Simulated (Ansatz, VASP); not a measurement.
# CdSe in VASP and in Ansatz

```
Cd Se
1.0
    -0.01437    2.87396    2.87396
     2.87396   -0.01437    2.87396
     2.85959    2.85959    0.00000
Cd Se
1 1
Cartesian
  0.0000 0.0000 0.0000
  2.8596 2.8596 2.8740
```

Alike in both runs: task single point; functional LDA; k mesh 6 × 6 × 6; occupations fermi-dirac, width 0.05 eV; no spin polarisation.

```csv
,VASP,Ansatz
version,VASP 6.6.1,Ansatz 0.2.0
potentials or method,"VASP PAW LDA potentials, release 64 (Cd, Se), cutoff 520 eV","plane waves, PAW"
valence electrons in the cell,18,36
```

|  | VASP | Ansatz | Ansatz less VASP |
| --- | --- | --- | --- |
| pressure (GPa) | -5.5 | -5.9 | -0.42 |
| traceless stress, the component that is largest in VASP (GPa) | 0.24 | 0.25 | +0.002 |

LDA's correlation is that of Perdew and Zunger in VASP and of Perdew and Wang (1992) in Ansatz. VASP's potentials hold 18 valence electrons a cell and Ansatz's 36, so a difference there can come from the potentials and not from the codes.
